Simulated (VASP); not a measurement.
A run of VASP 6.6.1:

The input INCAR:

```
ALGO = Normal
EDIFF = 1E-6
ENCUT = 520
GGA = PE
ISIF = 2
ISMEAR = -1
LASPH = T
LCHARG = F
LREAL = F
LWAVE = F
NBANDS = 23
NELM = 100
PREC = Accurate
SIGMA = 0.02
```

KPOINTS

```
k-points
0
Gamma
  6 6 6
```

The input POSCAR:

```
KNaBr2
1.0
    2.2440059910      1.2955774630      7.4019127317
   -2.2440059910      1.2955774630      7.4019127317
    0.0000000000     -2.5911549260      7.4019127317
Na K Br
1 1 2
Direct
    1.0000000000      0.0000000000      0.0000000000
    0.5000000000      0.5000000000      0.5000000000
    0.2584352732      0.2584352732      0.2584352732
    0.7415647268      0.7415647268      0.7415647268
```

Potentials or basis: VASP PAW PBE potentials, release 64 (Na_pv, K_sv, Br).

The run is started by

```sh
$ cat potpaw_PBE.64/Na_pv/POTCAR potpaw_PBE.64/K_sv/POTCAR potpaw_PBE.64/Br/POTCAR > POTCAR
$ mpirun -np 1 vasp_std > vasp.out
```

Hardware: 1 thread of Intel(R) Xeon(R) Platinum 8375C CPU @ 2.90GHz (Ice Lake), on a shared host.

Task: How long does it take, and how much memory?

Result: It took 3.7 min on 1 thread of Intel(R) Xeon(R) Platinum 8375C CPU @ 2.90GHz (Ice Lake) (shared host), peak memory 0.53 GiB. Counts: scf iterations 14, k points 32.
